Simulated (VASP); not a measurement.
Here is a VASP 6.6.1 calculation.

File POSCAR:

```
SnO2
1.0
    3.2305760000      0.0000000000      0.0000000000
   -1.6152880000      2.7977610000      0.0000000000
    0.0000000000      0.0000000000     10.7905620000
Sn O
2 4
Direct
    0.0000000000      0.0000000000      0.5000000000
    0.0000000000      0.0000000000      0.0000000000
    0.6666666667      0.3333333333      0.4058620000
    0.6666666667      0.3333333333      0.0941380000
    0.3333333333      0.6666666667      0.5941380000
    0.3333333333      0.6666666667      0.9058620000
```

INCAR.step1

```
PREC = Accurate
ENCUT = 520
ISMEAR = 0
SIGMA = 0.01
LREAL = F
LASPH = T
NELM = 100
NBANDS = 35
GGA = PE
ALGO = Normal
EDIFF = 1E-4
LWAVE = T
LCHARG = F
```

Contents of INCAR.step2:

```
PREC = Accurate
ENCUT = 520
EDIFF = 1E-7
ISMEAR = 0
SIGMA = 0.01
LREAL = F
LASPH = T
NELM = 100
ALGO = Normal
ISIF = 2
LWAVE = F
LCHARG = F
METAGGA = R2SCAN
LMIXTAU = T
NBANDS = 35
ISTART = 1
```

The input KPOINTS:

```
regular mesh
0
Gamma
  3 3 1
```

Potentials or basis: VASP PAW PBE potentials, release 64 (Sn_d, O).

Run with:

```console
$ cat potpaw_PBE.64/Sn_d/POTCAR potpaw_PBE.64/O/POTCAR > POTCAR
$ cp INCAR.step1 INCAR
$ mpirun -np 1 vasp_std > vasp.out
$ cp INCAR.step2 INCAR
$ mpirun -np 1 vasp_std > vasp.out
```

**Question.** Estimate the pressure.

**Answer.** -5.0 GPa.

**Question.** Estimate the band gap on the k mesh.

**Answer.** 2.67 eV (least direct gap 2.98 eV).

**Question.** Predict the largest force.

**Answer.** 0.607 eV/Å.

Forces on the atoms (eV/Å):
```
Sn   0.000  0.000  0.000
Sn   0.000  0.000  0.000
O    0.000  0.000  0.607
O    0.000  0.000 -0.607
O    0.000  0.000 -0.607
O    0.000  0.000  0.607
```

Caveat: the k points lie up to 0.75 Å⁻¹ apart; the PAW data sets were made with another functional, which shifts forces and pressure a little; spin-orbit coupling is left out, which moves the levels of the heavy elements. A k mesh can miss the band edges.
